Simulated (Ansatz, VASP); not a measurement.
# One calculation of AlCu3, two programs

File INCAR:

```
ALGO = Normal ; EDIFF = 1E-6
ENCUT = 520 ; GGA = PS
ISIF = 2 ; ISMEAR = -1
LASPH = True ; LCHARG = True
LELF = True ; LREAL = False
LVHAR = True ; LWAVE = False
NBANDS = 26 ; NELM = 100
PREC = Accurate ; SIGMA = 0.05
```

KPOINTS

```
k-points
0
Gamma
  6 6 6
```

File POSCAR:

```
AlCu3
1.0
    3.6129643383      0.0000000000      0.0000000000
    0.0000000000      3.6129643383      0.0000000000
    0.0000000000      0.0000000000      3.6129643383
Al Cu
1 3
Direct
    0.0000000000      0.0000000000      0.0000000000
    0.5000000000      0.5000000000      0.0000000000
    0.5000000000      0.0000000000      0.5000000000
    0.0000000000      0.5000000000      0.5000000000
```

Input for Ansatz:

```yaml
crystal:
  lattice:
    - [3.612964338257819, 0.0, 0.0]
    - [0.0, 3.612964338257819, 0.0]
    - [0.0, 0.0, 3.612964338257819]
  atoms:
    - { symbol: Al, position: [0.0, 0.0, 0.0] }
    - { symbol: Cu, position: [0.5, 0.5, 0.0] }
    - { symbol: Cu, position: [0.5, 0.0, 0.5] }
    - { symbol: Cu, position: [0.0, 0.5, 0.5] }
basis:
  ecutwfc: 500.0
kpoints:
  mp_grid:
    grid: [6, 6, 6]
hamiltonian:
  xc: pbesol
  pseudopotentials:
    kind: paw
scf:
  occupations:
    method: fermi_dirac
    width: 0.05
output:
  stress: true
```

Alike in both runs: task single point; functional PBEsol; k mesh 6 × 6 × 6; occupations fermi-dirac, width 0.05 eV; no spin polarisation.

|  | VASP | Ansatz |
| --- | --- | --- |
| version | VASP 6.6.1 | Ansatz 0.2.0 |
| potentials or method | VASP PAW PBE potentials, release 64 (Al, Cu), cutoff 520 eV | plane waves, PAW |
| valence electrons in the cell | 36 | 60 |

VASP gave:

```
pressure (GPa) : 3.0
```

Question: Estimate Ansatz's values.

Answer: Pressure (GPa): 2.4.

VASP's potentials were made for PBE, not for PBEsol. VASP's potentials hold 36 valence electrons a cell and Ansatz's 60, so a difference there can come from the potentials and not from the codes.
